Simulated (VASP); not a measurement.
# MgO (I4/mmm) in VASP: notebook, part 2 of 3

VASP 6.6.1. The steps go on from the part before.

**3. Single point, PBEsol (strain -0.025 along x and y, -0.050 along z)**

Input file INCAR:

```
PREC = Accurate
ENCUT = 520
EDIFF = 1E-7
ISMEAR = 0
SIGMA = 0.05
LREAL = False
LASPH = True
NELM = 100
ALGO = Normal
ISIF = 2
LWAVE = False
LCHARG = False
GGA = PS
NBANDS = 11
```

Input file KPOINTS:

```
Automatic mesh
0
Gamma
  10 10 10
```

Input file POSCAR:

```
MgO
1.0
    0.0000000000      2.0544280775      2.0017504345
    2.0544280775      0.0000000000      2.0017504345
    2.0544280775      2.0544280775      0.0000000000
Mg O
1 1
Direct
    0.0000000000      0.0000000000      0.0000000000
    0.5000000000      0.5000000000      0.5000000000
```

Potentials or basis: VASP PAW PBE potentials, release 64 (Mg, O).

Launch:

```console
> cat potpaw_PBE.64/Mg/POTCAR potpaw_PBE.64/O/POTCAR > POTCAR
> mpirun -np 1 vasp_std > vasp.out
```

OUTCAR:

```text
PREC = Accurate
   ENCUT = 520
   EDIFF = 1E-7
   ISMEAR = 0
   LREAL = False
   LASPH = True
   NELM = 100
   ISIF = 2
   GGA = PS

 ion  position               nearest neighbor table
   1  0.000  0.000  0.000-   2 2.00   2 2.00   2 2.05   2 2.05   2 2.05   2 2.05
   2  0.500  0.500  0.500-   1 2.00   1 2.00   1 2.05   1 2.05   1 2.05   1 2.05

  LATTYP: Found a body centered tetragonal cell.
 ALAT       =     2.9054000501
 C/A-ratio  =     1.3779516762

  Lattice vectors:

 A1 = (   0.0000000000,  -2.0544280775,  -2.0017504345)
 A2 = (   0.0000000000,   2.0544280775,  -2.0017504345)
 A3 = (   2.0544280775,   0.0000000000,   2.0017504345)

Analysis of symmetry for initial positions (statically):
=====================================================================
 Subroutine PRICEL returns:
 Original cell was already a primitive cell.

 Routine SETGRP: Setting up the symmetry group for a
 body centered tetragonal supercell.

 Subroutine GETGRP returns: Found 16 space group operations
 (whereof 16 operations were pure point group operations)
 out of a pool of 16 trial point group operations.

The static configuration has the point symmetry D_4h.

Analysis of symmetry for dynamics (positions and initial velocities):
=====================================================================
 Subroutine PRICEL returns:
 Original cell was already a primitive cell.

 Routine SETGRP: Setting up the symmetry group for a
 body centered tetragonal supercell.

 Subroutine GETGRP returns: Found 16 space group operations
 (whereof 16 operations were pure point group operations)
 out of a pool of 16 trial point group operations.

The dynamic configuration has the point symmetry D_4h.

 Subroutine INISYM returns: Found 16 space group operations
 (whereof 16 operations are pure point group operations),
 and found     1 'primitive' translations

----------------------------------------------------------------------------------------

                                     Primitive cell

  volume of cell :      16.8975

  direct lattice vectors                    reciprocal lattice vectors
     0.000000000  2.054428077  2.001750434    -0.243376736  0.243376736  0.249781387
     2.054428077  0.000000000  2.001750434     0.243376736 -0.243376736  0.249781387
     2.054428077  2.054428077  0.000000000     0.243376736  0.243376736 -0.249781387

  length of vectors
     2.868393196  2.868393196  2.905400050     0.425270752  0.425270752  0.425270752

  position of ions in fractional coordinates (direct lattice)
     0.000000000  0.000000000  0.000000000
     0.500000000  0.500000000  0.500000000

  ion indices of the primitive-cell ions
   primitive index   ion index
                 1           1
                 2           2

----------------------------------------------------------------------------------------

 KPOINTS: Automatic mesh

Automatic generation of k-mesh.
 Grid dimensions read from file:
 generate k-points for:   10   10   10

 Generating k-lattice:

  Cartesian coordinates                     Fractional coordinates (reciprocal lattice)
    -0.024337674  0.024337674  0.024978139     0.100000000 -0.000000000  0.000000000
     0.024337674 -0.024337674  0.024978139    -0.000000000  0.100000000  0.000000000
     0.024337674  0.024337674 -0.024978139     0.000000000  0.000000000  0.100000000

  Length of vectors
     0.042527075  0.042527075  0.042527075

  Shift w.r.t. Gamma in fractional coordinates (k-lattice)
     0.000000000  0.000000000  0.000000000

 Subroutine IBZKPT returns following result:
 ===========================================

 Found    102 irreducible k-points:

 Following reciprocal coordinates:
            Coordinates               Weight
  0.000000  0.000000  0.000000      1.000000
  0.100000  0.000000  0.000000      8.000000
  0.200000  0.000000  0.000000      8.000000
  0.300000  0.000000  0.000000      8.000000
  0.400000  0.000000  0.000000      8.000000
  0.500000  0.000000  0.000000      4.000000
[... 16 lines left out ...]
  0.300000  0.300000  0.000000      2.000000
  0.400000  0.300000  0.000000      8.000000
 [... further k-points ...]
   k-points           NKPTS =    102   k-points in BZ     NKDIM =    102   number of bands    NBANDS=     11
   number of dos      NEDOS =    301   number of ions     NIONS =      2
   total plane-waves  NPLWV =  13824
   dimension x,y,z NGX =    24 NGY =   24 NGZ =   24
   dimension x,y,z NGXF=    48 NGYF=   48 NGZF=   48
   ions per type =               1   1
   NGX,Y,Z   is equivalent  to a cutoff of  13.91, 13.91, 13.73 a.u.
   NGXF,Y,Z  is equivalent  to a cutoff of  27.82, 27.82, 27.47 a.u.
 SYSTEM =  unknown system
   PREC   = accura    normal or accurate (medium, high low for compatibility)
   ISTART =      0    job   : 0-new  1-cont  2-samecut
   ICHARG =      2    charge: 1-file 2-atom 10-const
   ISPIN  =      1    spin polarized calculation?
   LNONCOLLINEAR =      F non collinear calculations
   LSORBIT =      F    spin-orbit coupling
   LASPH  =      T    aspherical Exc in radial PAW
   ENCUT  =  520.0 eV  38.22 Ry    6.18 a.u.   5.33  5.33  5.40*2*pi/ulx,y,z
   NELM   =    100;   NELMIN=  2; NELMDL= -5     # of ELM steps
   EDIFF  = 0.1E-06   stopping-criterion for ELM
   LREAL  =      F    real-space projection
   EDIFFG = 0.1E-05   stopping-criterion for IOM
   NSW    =      0    number of steps for IOM
   IBRION =     -1    ionic relax: 0-MD 1-quasi-New 2-CG
   NFREE  =      0    steps in history (QN), initial steepest desc. (CG)
   ISIF   =      2    stress and relaxation
   ISYM   =      2    0-nonsym 1-usesym 2-fastsym
   POTIM  = 0.5000    time-step for ionic-motion
   TEBEG  =    0.0;   TEEND  =   0.0 temperature during run
   PSTRESS=    0.0 pullay stress
   NELECT =       8.0000    total number of electrons
   NUPDOWN=      -1.0000    fix difference up-down
   EMIN   =  10.00;   EMAX   =-10.00  energy-range for DOS
[... 5 lines left out ...]
     AMIX     =   0.40;   BMIX     =  1.00
     AMIX_MAG =   1.60;   BMIX_MAG =  1.00
  volume/ion in A,a.u.               =       8.45        57.01
  Fermi-wavevector in a.u.,A,eV,Ry     =   1.275942  2.411181 22.150661  1.628028
  Thomas-Fermi vector in A             =   2.408626
   LORBIT       =      0    0 simple, 1 ext, 2 COOP (PROOUT), +10 PAW based schemes
   GGA     = PS    functional components
   LHFCALC =     F    Hartree Fock is set to
   AEXX    =    0.0000 exact exchange contribution
   IVDW    =     0    specifies the selected vdW correction
   LEPSILON=     F    determine dielectric tensor
   LRPA    =     F    only Hartree local field effects (RPA)
 non-spin polarized calculation
 Gauss-broadening in eV      SIGMA  =   0.05
  energy-cutoff  :      520.00
  volume of cell :       16.90
 maximum number of plane-waves:       469
 NGX is ok and might be reduce to    24
   NGX = 11   NGY = 11   NGZ = 11

 number of electron       7.9999997 magnetization

 Free energy of the ion-electron system (eV)
  ---------------------------------------------------
  ext. energy  EPLUGINS =         0.00000000
  ---------------------------------------------------
  free energy    TOTEN  =       -12.40338062 eV

  energy without entropy =      -12.40338062  energy(sigma->0) =      -12.40338062

 E-fermi :   4.1787     XC(G=0): -11.8047

 val. band max:        3.8792881450   @ k =   0.0000   0.0000   0.0000
 cond. band min:       9.5237530931   @ k =   0.0000   0.0000   0.0000
 fundamental gap:      5.6444649481
 Fermi energy:         4.1787175584

 k-point     1 :       0.0000    0.0000    0.0000
  band No.  band energies     occupation
      1     -13.8967      2.00000
      2       3.8295      2.00000
      3       3.8793      2.00000
      4       3.8793      2.00000
      5       9.5238      0.00000
      6      19.9572      0.00000
      7      19.9572      0.00000
      8      20.2521      0.00000
      9      24.1733      0.00000
     10      25.7176      0.00000
     11      26.6479      0.00000
[... 309 lines left out ...]
 k-point    24 :       0.4000    0.3000    0.0000
  band No.  band energies     occupation
      1     -12.3382      2.00000
      2      -0.0812      2.00000
      3       2.3392      2.00000
      4       2.5678      2.00000
      5      13.7467      0.00000
      6      14.5861      0.00000
      7      18.7118      0.00000
      8      23.0618      0.00000
      9      23.3349      0.00000
     10      29.6523      0.00000
     11      33.1824      0.00000

 [... further k-points ...]

------------------------ aborting loop because EDIFF is reached ----------------------------------------

  FORCE on cell =-STRESS in cart. coord.  units (eV):
  Direction    XX          YY          ZZ          XY          YZ          ZX
  --------------------------------------------------------------------------------------
  -------------------------------------------------------------------------------------
  Total        1.7587067      1.7587067      2.7586789      0.0000000      0.0000000      0.0000000
  in kB      166.7562803    166.7562803    261.5711996      0.0000000      0.0000000      0.0000000
  external PRESSURE =     198.3612534 kB  Pullay stress =       0.0000000 kB

 VOLUME and BASIS-vectors are now :
 -----------------------------------------------------------------------------
  energy-cutoff  :      520.00
  volume of cell :       16.90
      direct lattice vectors                 reciprocal lattice vectors
     0.000000000  2.054428077  2.001750434    -0.243376736  0.243376736  0.249781387
     2.054428077  0.000000000  2.001750434     0.243376736 -0.243376736  0.249781387
     2.054428077  2.054428077  0.000000000     0.243376736  0.243376736 -0.249781387

 POSITION                                       TOTAL-FORCE (eV/Angst)
 -----------------------------------------------------------------------------------
      0.00000      0.00000      0.00000         0.000000      0.000000      0.000000
      2.05443      2.05443      2.00175        -0.000000      0.000000     -0.000000
 -----------------------------------------------------------------------------------
    total drift:                               -0.000000     -0.000000      0.000000

  FREE ENERGIE OF THE ION-ELECTRON SYSTEM (eV)
  ---------------------------------------------------
  free  energy   TOTEN  =       -12.4033806225 eV

  energy  without entropy=      -12.4033806225  energy(sigma->0) =      -12.40338062
```

OSZICAR:

```text
N       E                     dE             d eps       ncg     rms          rms(c)
DAV:   1     0.133757111829E+02    0.13376E+02   -0.47157E+03  2564   0.652E+02
DAV:   2    -0.133354000440E+02   -0.26711E+02   -0.25810E+02  2642   0.139E+02
DAV:   3    -0.138339050299E+02   -0.49850E+00   -0.49818E+00  2676   0.165E+01
DAV:   4    -0.138349750769E+02   -0.10700E-02   -0.10700E-02  2520   0.883E-01
DAV:   5    -0.138349782202E+02   -0.31433E-05   -0.31432E-05  2640   0.465E-02    0.683E+00
DAV:   6    -0.124375476665E+02    0.13974E+01   -0.71553E+00  2349   0.152E+01    0.206E+00
DAV:   7    -0.124163536106E+02    0.21194E-01   -0.45763E-02  2487   0.191E+00    0.129E+00
DAV:   8    -0.124036319333E+02    0.12722E-01   -0.17142E-02  2409   0.155E+00    0.185E-01
DAV:   9    -0.124034167735E+02    0.21516E-03   -0.31437E-04  2643   0.123E-01    0.112E-01
DAV:  10    -0.124033788919E+02    0.37882E-04   -0.31976E-04  2547   0.129E-01    0.368E-03
DAV:  11    -0.124033803655E+02   -0.14736E-05   -0.15947E-06  2601   0.109E-02    0.266E-03
DAV:  12    -0.124033805857E+02   -0.22014E-06   -0.48486E-08  1676   0.217E-03    0.551E-04
DAV:  13    -0.124033806225E+02   -0.36849E-07   -0.37510E-08  1335   0.126E-03
   1 F= -.12403381E+02 E0= -.12403381E+02  d E =-.150045E-19
```

Wall time 17 s (1 thread of Intel Xeon Platinum 8259CL at 2.50GHz (Skylake/Cascade Lake), shared host); peak memory 0.15 GiB.

What came out:

```
Free energy            : -12.4034 eV
Pressure               : 19.8 GPa
Band gap on the k mesh : 5.64 eV, direct
```

Caveat: the cell differs from its parent crystal (strain -0.025 along x and y, -0.050 along z); the PAW data sets were made with another functional, which shifts forces and pressure a little.

**4. Single point, PBEsol (strain -0.050 along x and y, +0.025 along z)**

Input file INCAR:

```
SYSTEM = MgO
ALGO = Normal
EDIFF = 1E-7
ENCUT = 520
GGA = PS
ISIF = 2
ISMEAR = 0
LASPH = .TRUE.
LCHARG = .TRUE.
LELF = .TRUE.
LREAL = .FALSE.
LVHAR = .TRUE.
LWAVE = .FALSE.
NBANDS = 11
NELM = 100
PREC = Accurate
SIGMA = 0.05
```

Input file KPOINTS:

```
k-points
0
G
  10 10 10
  0 0 0
```

Input file POSCAR:

```
MgO
1.0
    0.0000000000      2.0017504345      2.1597833635
    2.0017504345      0.0000000000      2.1597833635
    2.0017504345      2.0017504345      0.0000000000
Mg O
1 1
Direct
    0.0000000000      0.0000000000      0.0000000000
    0.5000000000      0.5000000000      0.5000000000
```

Launch:

```console
> cat potpaw_PBE.64/Mg/POTCAR potpaw_PBE.64/O/POTCAR > POTCAR
> mpirun -np 1 vasp_std > vasp.out
```

Wall time 16 s (1 thread of Intel Xeon Platinum 8259CL at 2.50GHz (Skylake/Cascade Lake), shared host); peak memory 0.15 GiB.

It converged, with:

```yaml
Free_energy: -12.3950 eV
Pressure: 16.4 GPa
Band_gap_on_the_k_mesh: 5.28 eV, direct
```

Stress tensor (GPa, compression positive):
```
23.51  0.00  0.00
 0.00 23.51  0.00
 0.00  0.00  2.05
```

Levels at points of the mesh, in eV from the valence-band top:
```
           k point  band 1  band 2  band 3  band 4  band 5  band 6  band 7  band 8
(0.00, 0.00, 0.00)  -17.69   -0.11   -0.11    0.00    5.28   15.48   16.35   16.35
(0.50, 0.00, 0.00)  -16.17   -5.09   -0.94   -0.73    8.12   13.25   16.20   17.87
(0.50, 0.50, 0.00)  -16.06   -4.73   -1.30   -1.30    9.50   10.88   13.06   20.59
(0.50, 0.00, 0.50)  -15.81   -4.42   -1.90   -1.41    8.72   10.63   14.06   18.90
```

Caveat: the cell differs from its parent crystal (strain -0.050 along x and y, +0.025 along z); the PAW data sets were made with another functional, which shifts forces and pressure a little.

(Continued in part 3 of 3.)
